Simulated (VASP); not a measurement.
# SnGe5Se6 (P-3m1) in VASP: a series of runs, part 2 of 2

VASP 6.6.1. Earlier steps stand in the parts before.

**3. Single point, PBE**

This run uses another cell than the first one, of 24.50 Å³/atom, 1.045 times its volume.

Contents of INCAR:

```
SYSTEM = SnGe5Se6
  ALGO = Normal
  EDIFF = 1E-6
  ENCUT = 520
  GGA = PE
  ISIF = 2
  ISMEAR = 0
  LASPH = .TRUE.
  LCHARG = .FALSE.
  LREAL = .FALSE.
  LWAVE = .FALSE.
  NBANDS = 72
  NELM = 100
  PREC = Accurate
  SIGMA = 0.1
```

Contents of KPOINTS:

```
k-points
0
G
  6 6 1
  0 0 0
```

Contents of POSCAR:

```
SnGe5Se6
1.0
    4.1075782900      0.0000000000      0.0000000000
   -2.0537891500      3.5572671500      0.0000000000
    0.0000000000      0.0000000000     20.1229417900
Sn Ge Se
1 5 6
Direct
    0.0000000000      0.0000000000      0.0000000000
    0.6666666700      0.3333333300      0.1666666700
    0.3333333300      0.6666666700      0.3333333300
    0.0000000000      0.0000000000      0.5000000000
    0.6666666700      0.3333333300      0.6666666700
    0.3333333300      0.6666666700      0.8333333300
    0.3333333300      0.6666666700      0.0833333300
    0.0000000000      0.0000000000      0.2500000000
    0.6666666700      0.3333333300      0.4166666700
    0.3333333300      0.6666666700      0.5833333300
    0.0000000000      0.0000000000      0.7500000000
    0.6666666700      0.3333333300      0.9166666700
```

Potentials or basis: VASP PAW PBE potentials, release 64 (Sn_d, Ge_d, Se).

The run is started by

```console
$ cat potpaw_PBE.64/Sn_d/POTCAR potpaw_PBE.64/Ge_d/POTCAR potpaw_PBE.64/Se/POTCAR > POTCAR
$ mpirun -np 1 vasp_std > vasp.out
```

OUTCAR:

```text
SYSTEM = SnGe5Se6
   EDIFF = 1E-6
   ENCUT = 520
   GGA = PE
   ISIF = 2
   ISMEAR = 0
   LASPH = .TRUE.
   LREAL = .FALSE.
   NELM = 100
   PREC = Accurate

 ion  position               nearest neighbor table
   1  0.000  0.000  0.000-   7 2.90  12 2.90  12 2.90   7 2.90  12 2.90   7 2.90
   2  0.667  0.333  0.167-
   3  0.333  0.667  0.333-
   4  0.000  0.000  0.500-
   5  0.667  0.333  0.667-
   6  0.333  0.667  0.833-
   7  0.333  0.667  0.083-   1 2.90   1 2.90   1 2.90
   8  0.000  0.000  0.250-
   9  0.667  0.333  0.417-
  10  0.333  0.667  0.583-
  11  0.000  0.000  0.750-
  12  0.667  0.333  0.917-   1 2.90   1 2.90   1 2.90

  LATTYP: Found a hexagonal cell.
 ALAT       =     4.1075782900
 C/A-ratio  =     4.8989794885

  Lattice vectors:

 A1 = (   4.1075782900,   0.0000000000,   0.0000000000)
 A2 = (  -2.0537891500,   3.5572671500,   0.0000000000)
 A3 = (   0.0000000000,   0.0000000000,  20.1229417900)

Analysis of symmetry for initial positions (statically):
=====================================================================
 Subroutine PRICEL returns:
 Original cell was already a primitive cell.

 Routine SETGRP: Setting up the symmetry group for a
 hexagonal supercell.

 Subroutine GETGRP returns: Found 12 space group operations
 (whereof 12 operations were pure point group operations)
 out of a pool of 24 trial point group operations.

The static configuration has the point symmetry D_3d.

Analysis of symmetry for dynamics (positions and initial velocities):
=====================================================================
 Subroutine PRICEL returns:
 Original cell was already a primitive cell.

 Routine SETGRP: Setting up the symmetry group for a
 hexagonal supercell.

 Subroutine GETGRP returns: Found 12 space group operations
 (whereof 12 operations were pure point group operations)
 out of a pool of 24 trial point group operations.

The dynamic configuration has the point symmetry D_3d.

 Subroutine INISYM returns: Found 12 space group operations
 (whereof 12 operations are pure point group operations),
 and found     1 'primitive' translations

----------------------------------------------------------------------------------------

                                     Primitive cell

  volume of cell :     294.0315

  direct lattice vectors                    reciprocal lattice vectors
     4.107578290  0.000000000  0.000000000     0.243452450  0.140557338  0.000000000
    -2.053789150  3.557267150  0.000000000     0.000000000  0.281114675  0.000000000
     0.000000000  0.000000000 20.122941790     0.000000000  0.000000000  0.049694523

  length of vectors
     4.107578290  4.107578295 20.122941790     0.281114676  0.281114675  0.049694523

  position of ions in fractional coordinates (direct lattice)
     0.000000000  0.000000000  0.000000000
     0.666666670  0.333333330  0.166666670
     0.333333330  0.666666670  0.333333330
     0.000000000  0.000000000  0.500000000
     0.666666670  0.333333330  0.666666670
     0.333333330  0.666666670  0.833333330
[... 56 lines left out ...]
  0.333333  0.333333  0.000000      2.000000
   k-points           NKPTS =      7   k-points in BZ     NKDIM =      7   number of bands    NBANDS=     72
   number of dos      NEDOS =    301   number of ions     NIONS =     12
   total plane-waves  NPLWV = 153600
   dimension x,y,z NGX =    32 NGY =   32 NGZ =  150
   dimension x,y,z NGXF=    64 NGYF=   64 NGZF=  300
   ions per type =               1   5   6
   NGX,Y,Z   is equivalent  to a cutoff of  12.95, 12.95, 12.39 a.u.
   NGXF,Y,Z  is equivalent  to a cutoff of  25.90, 25.90, 24.78 a.u.
 SYSTEM =  SnGe5Se6
   PREC   = accura    normal or accurate (medium, high low for compatibility)
   ISTART =      0    job   : 0-new  1-cont  2-samecut
   ICHARG =      2    charge: 1-file 2-atom 10-const
   ISPIN  =      1    spin polarized calculation?
   LNONCOLLINEAR =      F non collinear calculations
   LSORBIT =      F    spin-orbit coupling
   LASPH  =      T    aspherical Exc in radial PAW
   ENCUT  =  520.0 eV  38.22 Ry    6.18 a.u.   7.64  7.64 37.42*2*pi/ulx,y,z
   NELM   =    100;   NELMIN=  2; NELMDL= -5     # of ELM steps
   EDIFF  = 0.1E-05   stopping-criterion for ELM
   LREAL  =      F    real-space projection
   EDIFFG = 0.1E-04   stopping-criterion for IOM
   NSW    =      0    number of steps for IOM
   IBRION =     -1    ionic relax: 0-MD 1-quasi-New 2-CG
   NFREE  =      0    steps in history (QN), initial steepest desc. (CG)
   ISIF   =      2    stress and relaxation
   ISYM   =      2    0-nonsym 1-usesym 2-fastsym
   POTIM  = 0.5000    time-step for ionic-motion
   TEBEG  =    0.0;   TEEND  =   0.0 temperature during run
   PSTRESS=    0.0 pullay stress
   NELECT =     120.0000    total number of electrons
   NUPDOWN=      -1.0000    fix difference up-down
   EMIN   =  10.00;   EMAX   =-10.00  energy-range for DOS
   EFERMI =   0.00;   METHOD = LEGACY
   ISMEAR =     0;   SIGMA  =   0.10  broadening in eV -4-tet -1-fermi 0-gaus
   EFERMI_NEDOS =   21; number of points for ismear=-14 and -15
   IALGO  =     38    algorithm
   IMIX   =      4    mixing-type and parameters
     AMIX     =   0.40;   BMIX     =  1.00
     AMIX_MAG =   1.60;   BMIX_MAG =  1.00
  volume/ion in A,a.u.               =      24.50       165.35
  Fermi-wavevector in a.u.,A,eV,Ry     =   1.214332  2.294754 20.063169  1.474601
  Thomas-Fermi vector in A             =   2.349755
   LORBIT       =      0    0 simple, 1 ext, 2 COOP (PROOUT), +10 PAW based schemes
   GGA     = PE    functional components
   LHFCALC =     F    Hartree Fock is set to
   AEXX    =    0.0000 exact exchange contribution
   IVDW    =     0    specifies the selected vdW correction
   LEPSILON=     F    determine dielectric tensor
   LRPA    =     F    only Hartree local field effects (RPA)
 non-spin polarized calculation
 Gauss-broadening in eV      SIGMA  =   0.10
  energy-cutoff  :      520.00
  volume of cell :      294.03
 maximum number of plane-waves:      7965
 NGX is ok and might be reduce to    32
   NGX = 15   NGY = 15   NGZ = 75

 number of electron     119.9999960 magnetization

 Free energy of the ion-electron system (eV)
  ---------------------------------------------------
  ext. energy  EPLUGINS =         0.00000000
  ---------------------------------------------------
  free energy    TOTEN  =       -50.11992863 eV

  energy without entropy =      -50.10817597  energy(sigma->0) =      -50.11405230

 E-fermi :   4.6912     XC(G=0):  -9.7531

 val. band max:        4.6679459446   @ k =   0.0000   0.0000   0.0000
 cond. band min:       4.7156794860   @ k =   0.0000   0.0000   0.0000
 fundamental gap:      0.0477335414
 Fermi energy:         4.6911714940

 k-point     1 :       0.0000    0.0000    0.0000
  band No.  band energies     occupation
      1     -20.5475      2.00000
      2     -20.5475      2.00000
      3     -20.5475      2.00000
      4     -20.5475      2.00000
      5     -20.5450      2.00000
      6     -20.5450      2.00000
[... 514 lines left out ...]
     71       8.7648      0.00000
     72       9.0107      0.00000

------------------------ aborting loop because EDIFF is reached ----------------------------------------

  FORCE on cell =-STRESS in cart. coord.  units (eV):
  Direction    XX          YY          ZZ          XY          YZ          ZX
  --------------------------------------------------------------------------------------
  -------------------------------------------------------------------------------------
  Total       -3.6211138     -3.6211138     -3.5232640      0.0000000     -0.0000000      0.0000000
  in kB      -19.7314478    -19.7314478    -19.1982642      0.0000000     -0.0000000      0.0000000
  external PRESSURE =     -19.5537200 kB  Pullay stress =       0.0000000 kB

 VOLUME and BASIS-vectors are now :
 -----------------------------------------------------------------------------
  energy-cutoff  :      520.00
  volume of cell :      294.03
      direct lattice vectors                 reciprocal lattice vectors
     4.107578290  0.000000000  0.000000000     0.243452450  0.140557338  0.000000000
    -2.053789150  3.557267150  0.000000000     0.000000000  0.281114675  0.000000000
     0.000000000  0.000000000 20.122941790     0.000000000  0.000000000  0.049694523

 POSITION                                       TOTAL-FORCE (eV/Angst)
 -----------------------------------------------------------------------------------
      0.00000      0.00000      0.00000         0.000000      0.000000      0.000000
      2.05379      1.18576      3.35382         0.000000      0.000000      0.172525
     -0.00000      2.37151      6.70765        -0.000000     -0.000000      0.033244
      0.00000      0.00000     10.06147         0.000000      0.000000      0.000000
      2.05379      1.18576     13.41529        -0.000000      0.000000     -0.033244
     -0.00000      2.37151     16.76912         0.000000     -0.000000     -0.172525
     -0.00000      2.37151      1.67691         0.000000      0.000000      0.719470
      0.00000      0.00000      5.03074         0.000000      0.000000     -0.044312
      2.05379      1.18576      8.38456         0.000000     -0.000000     -0.014928
     -0.00000      2.37151     11.73838        -0.000000      0.000000      0.014928
      0.00000      0.00000     15.09221         0.000000     -0.000000      0.044312
      2.05379      1.18576     18.44603        -0.000000      0.000000     -0.719470
 -----------------------------------------------------------------------------------
    total drift:                               -0.000000      0.000000     -0.000000

  FREE ENERGIE OF THE ION-ELECTRON SYSTEM (eV)
  ---------------------------------------------------
  free  energy   TOTEN  =       -50.1199286252 eV

  energy  without entropy=      -50.1081759724  energy(sigma->0) =      -50.11405230
```

It took 8 min on 1 thread of AMD EPYC 7R13, shared host; peak memory 0.43 GiB.

What came out:

```
Free energy            : -50.1199 eV
Pressure               : -2.0 GPa
Largest force          : 0.719 eV/Å
Band gap on the k mesh : 0.05 eV, direct
```

Forces on the atoms (eV/Å):
```
Sn   0.000  0.000  0.000
Ge   0.000  0.000  0.173
Ge   0.000  0.000  0.033
Ge   0.000  0.000  0.000
Ge   0.000  0.000 -0.033
Ge   0.000  0.000 -0.173
Se   0.000  0.000  0.719
Se   0.000  0.000 -0.044
Se   0.000  0.000 -0.015
Se   0.000  0.000  0.015
Se   0.000  0.000  0.044
Se   0.000  0.000 -0.719
```

Levels at points of the mesh, in eV from the valence-band top:
```
           k point  band 56  band 57  band 58  band 59  band 60  band 61  band 62  band 63  band 64  band 65
(0.00, 0.00, 0.00)    -1.65    -1.54    -0.87    -0.73     0.00     0.05     0.76     0.76     1.09     1.26
(0.50, 0.00, 0.00)    -1.91    -1.90    -1.84    -1.66     0.00     0.05     0.77     0.77     1.67     1.69
```

Caveat: spin-orbit coupling is left out, which moves the levels of the heavy elements.
